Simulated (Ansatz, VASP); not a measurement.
One calculation of BAs, two programs

```xyz
2
Lattice="0.0000 2.4353 2.4353 2.4353 0.0000 2.4353 2.4353 2.4353 0.0000" Properties=species:S:1:pos:R:3 pbc="T T T"
As    3.6530    3.6530    3.6530
B     0.0000    0.0000    0.0000
```

Alike in both runs: task single point; functional PBEsol-based screened hybrid; k mesh 5 × 5 × 5; occupations fermi-dirac, width 0.05 eV; no spin polarisation.

```csv
,VASP,Ansatz
version,VASP 6.6.1,Ansatz 0.2.0
potentials or method,"VASP PAW PBE potentials, release 64 (As, B)",Ansatz PAW
plane-wave cutoff (eV),520,420
valence electrons in the cell,8,18
```

VASP gave:

* gap on the k mesh at the Fermi level (eV): 1.84
* least direct gap on the mesh (eV): 4.02
* pressure (GPa): -9.9

Task: Which values does Ansatz return?

Result: gap on the k mesh at the Fermi level (eV): 1.83; least direct gap on the mesh (eV): 4.03; pressure (GPa): -9.9.

VASP's potentials were made for PBE, not for PBEsol-based screened hybrid. VASP's potentials hold 8 valence electrons a cell and Ansatz's 18, so a difference there can come from the potentials and not from the codes.

The k mesh is coarse, so the values compare programs but aren't converged. Noted on Ansatz's run: odd divisions of the mesh miss points on the zone boundary, where band edges often lie, so the gap on the mesh can be too wide.
